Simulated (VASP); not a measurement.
**Ir: single point with PBE**

Ir:

```
Ir
1.0
    -1.49032    1.49032    1.49032
     1.49032   -1.49032    1.49032
     1.49032    1.49032   -1.49032
Ir
1
Direct
  0.00000 0.00000 0.00000
```

This cell differs from its parent crystal: volume scaled by 0.88.

| Quantity | Value |
| --- | --- |
| Program | VASP 6.6.1 |
| Task | single point |
| Functional | PBE |
| Potentials or basis | VASP PAW PBE potentials, release 64 (Ir) |
| Cutoff | 520 eV |
| k mesh | 17 × 17 × 17 |
| Occupations | fermi-dirac, width 0.05 eV |
| Spin | no spin polarisation |
| Dipole correction | no |
| Further INCAR settings | ALGO = Normal; EDIFF = 1e-06; NBANDS = 10 |

```yaml
Pressure: 55.4 GPa
```

Levels at points of the mesh, in eV from the Fermi level:
```tsv
k point	band 1	band 2	band 3	band 4	band 5	band 6	band 7	band 8	band 9
(0.00, 0.00, 0.00)	-11.58	-4.14	-4.14	-4.14	-0.67	-0.67	16.93	16.93	16.93
```

Run time: 38 s on 1 thread of AMD EPYC 7R13, with other jobs on the host, peak memory 0.12 GiB.

Caveat: spin-orbit coupling is left out, which moves the levels of the heavy elements.
